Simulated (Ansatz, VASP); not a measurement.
**Two plane-wave programs on Be2S3**

```
Be S
1.0
     2.94101    1.69799    4.71631
    -2.94101    1.69799    4.71631
     0.00000   -3.39598    4.71631
Be S
4 6
Direct
  0.85821 0.85821 0.85821
  0.64179 0.64179 0.64179
  0.14179 0.14179 0.14179
  0.35821 0.35821 0.35821
  0.08148 0.41852 0.75000
  0.75000 0.08148 0.41852
  0.41852 0.75000 0.08148
  0.91852 0.58148 0.25000
  0.25000 0.91852 0.58148
  0.58148 0.25000 0.91852
```

Alike in both runs: functional PBE; k mesh 12 × 12 × 12; occupations gaussian, width 0.1 eV; no spin polarisation.

Ansatz relaxed the structure, and its values are those at the end. VASP's run is a single point on that final structure, the one shown.

```csv
,VASP,Ansatz
version,VASP 6.6.1,Ansatz 0.2.0
potentials or method,"VASP PAW PBE potentials, release 64 (Be, S), cutoff 600 eV","scalar-relativistic, plane waves, PAW"
valence electrons in the cell,44,44
```

```csv
,VASP,Ansatz,Ansatz less VASP
gap on the k mesh at the Fermi level (eV),none,none,-
pressure (GPa),0.0,0.0,-0.01
rms of the force components (eV/Å),0.005,0.000,-0.0043
```

A gap of «none» marks a metal or a gap that the smearing closes. The functional is the same, so the differences come from potentials, cutoffs and numerics.
